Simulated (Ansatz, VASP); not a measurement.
One calculation of TiO2, two programs

The input POSCAR:

```
TiO2
1.0
    0.0000000000      2.3968272579      2.3968272579
    2.3968272579      0.0000000000      2.3968272579
    2.3968272579      2.3968272579      0.0000000000
Ti O
1 2
Direct
    0.0000000000      0.0000000000      0.0000000000
    0.2500000000      0.2500000000      0.2500000000
    0.7500000000      0.7500000000      0.7500000000
```

Contents of INCAR.step1:

```
PREC     = Accurate       # precision mode
ENCUT    = 520            # plane-wave cutoff, eV
EDIFF    = 1E-5           # SCF threshold, eV
ISMEAR   = 0              # smearing method
SIGMA    = 0.01           # smearing width, eV
LREAL    = F              # projectors in reciprocal space
LASPH    = T              # aspherical terms in the spheres
NELM     = 60             # most SCF steps
ALGO     = Normal         # electronic algorithm
ISIF     = 2              # what is computed and relaxed
LWAVE    = T              # write WAVECAR
LCHARG   = F              # write CHGCAR
NBANDS   = 19             # bands
GGA      = PE             # functional
```

Contents of INCAR.step2:

```
PREC     = Accurate       # precision mode
ENCUT    = 520            # plane-wave cutoff, eV
EDIFF    = 1E-6           # SCF threshold, eV
ISMEAR   = 0              # smearing method
SIGMA    = 0.01           # smearing width, eV
LREAL    = F              # projectors in reciprocal space
LASPH    = T              # aspherical terms in the spheres
NELM     = 60             # most SCF steps
ALGO     = Normal         # electronic algorithm
ISIF     = 2              # what is computed and relaxed
LWAVE    = F              # write WAVECAR
LCHARG   = F              # write CHGCAR
GGA      = PE             # functional
LHFCALC  = T              # exact exchange
AEXX     = 0.1            # exact-exchange fraction
HFSCREEN = 0.3            # screening, 1/A
PRECFOCK = Normal       
NBANDS   = 19             # bands
ISTART   = 1
```

KPOINTS

```
regular mesh
0
Gamma
  4 4 4
```

Input for Ansatz:

```yaml
crystal:
  lattice:
    - [0.0, 2.3968272579, 2.3968272579]
    - [2.3968272579, 0.0, 2.3968272579]
    - [2.3968272579, 2.3968272579, 0.0]
  atoms:
    - { symbol: Ti, position: [0.0, 0.0, 0.0] }
    - { symbol: O, position: [0.25, 0.25, 0.25] }
    - { symbol: O, position: [0.75, 0.75, 0.75] }
kpoints:
  mp_grid: { grid: [4, 4, 4] }
hamiltonian:
  xc: { exchange: pbe, correlation: pbe, exx: { coeff: 0.1, omega: 0.3 } }
scf:
  occupations: { method: fixed }
  n_extra_bands: 4
output:
  forces: true
  stress: true
  eigenvalues: true
```

Alike in both runs: task single point; functional PBE-based screened hybrid with a share of 0.1 of exact exchange and HFSCREEN = 0.3; k mesh 4 × 4 × 4; no spin polarisation.

|  | VASP | Ansatz |
| --- | --- | --- |
| version | VASP 6.6.1 | Ansatz 0.2.0 |
| potentials or method | VASP PAW PBE potentials, release 64 (Ti_sv, O) | plane waves |
| plane-wave cutoff (eV) | 520 | 420 |
| occupations | gaussian, width 0.01 eV | fixed |
| valence electrons in the cell | 24 | 24 |

```csv
,VASP,Ansatz,Ansatz less VASP
gap on the k mesh at the Fermi level (eV),1.60,1.62,+0.023
pressure (GPa),2.9,2.0,-0.90
```

VASP's potentials were made for PBE, not for PBE-based screened hybrid. Ansatz's warnings: stress exchange threshold loose, stress scf threshold loose.

The k mesh is coarse, so the values compare programs but aren't converged.
